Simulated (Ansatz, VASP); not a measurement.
Ti2W3 in VASP and in Ansatz

Contents of INCAR:

```
  PREC = Accurate
  ENCUT = 520
  EDIFF = 1E-6
  ISMEAR = 0
  SIGMA = 0.2
  LREAL = False
  LASPH = True
  NELM = 80
  ALGO = Fast
  ISIF = 2
  LWAVE = False
  LCHARG = False
  GGA = PE
  NBANDS = 77
```

File KPOINTS:

```
regular mesh
0
Gamma
  8 4 2
```

Contents of POSCAR:

```
Ti2W3
1.0
    1.5885522073     -2.2686421723      0.0000000000
    4.7656566219      2.2686421723      0.0000000000
    1.5885522073      0.0000000000     11.2238924470
Ti W
4 6
Direct
    0.0499182047      0.0499182047      0.8003271812
    0.5499182047      0.5499182047      0.8003271812
    0.4500817953      0.4500817953      0.1996728188
    0.9500817953      0.9500817953      0.1996728188
    0.1496160429      0.1496160429      0.4015358286
    0.6496160429      0.6496160429      0.4015358286
    0.3503839571      0.3503839571      0.5984641714
    0.8503839571      0.8503839571      0.5984641714
    0.2500000000      0.2500000000      0.0000000000
    0.7500000000      0.7500000000      0.0000000000
```

Input for Ansatz:

```yaml
crystal:
  lattice:
    - [1.5885522073, -2.2686421723, 0.0]
    - [4.7656566219, 2.2686421723, 0.0]
    - [1.5885522073, 0.0, 11.223892447]
  atoms:
    - { symbol: Ti, position: [0.0499182047, 0.0499182047, 0.8003271812] }
    - { symbol: Ti, position: [0.5499182047, 0.5499182047, 0.8003271812] }
    - { symbol: Ti, position: [0.4500817953, 0.4500817953, 0.1996728188] }
    - { symbol: Ti, position: [0.9500817953, 0.9500817953, 0.1996728188] }
    - { symbol: W, position: [0.1496160429, 0.1496160429, 0.4015358286] }
    - { symbol: W, position: [0.6496160429, 0.6496160429, 0.4015358286] }
    - { symbol: W, position: [0.3503839571, 0.3503839571, 0.5984641714] }
    - { symbol: W, position: [0.8503839571, 0.8503839571, 0.5984641714] }
    - { symbol: W, position: [0.25, 0.25, 0.0] }
    - { symbol: W, position: [0.75, 0.75, 0.0] }
basis:
  ecutwfc: 420
kpoints:
  mp_grid: { grid: [8, 4, 2] }
hamiltonian:
  xc: pbe
scf:
  occupations: { method: gaussian, width: 0.2 }
  lower_state_search: "off"
output:
  forces: true
  stress: true
  eigenvalues: true
```

Alike in both runs: task single point; functional PBE; k mesh 8 × 4 × 2; occupations gaussian, width 0.2 eV; no spin polarisation.

|  | VASP | Ansatz |
| --- | --- | --- |
| version | VASP 6.6.1 | Ansatz 0.2.0 |
| potentials or method | VASP PAW PBE potentials, release 64 (Ti_sv, W_sv), cutoff 520 eV | scalar-relativistic, plane waves, PAW |
| valence electrons in the cell | 132 | 132 |

Ansatz gave:

* gap on the k mesh at the Fermi level (eV): none
* pressure (GPa): 0.1
* traceless stress, the component that is largest in VASP (GPa): 0.22
* rms of the force components (eV/Å): 0.007

Task: What did VASP give for the same quantities?

Result: gap on the k mesh at the Fermi level (eV): none; pressure (GPa): 0.2; traceless stress, the component that is largest in VASP (GPa): 0.22; rms of the force components (eV/Å): 0.016.

Atom by atom the forces differ by 0.011 eV/Å (rms over components). A gap of «none» marks a metal or a gap that the smearing closes.

Spin-orbit coupling is off throughout.
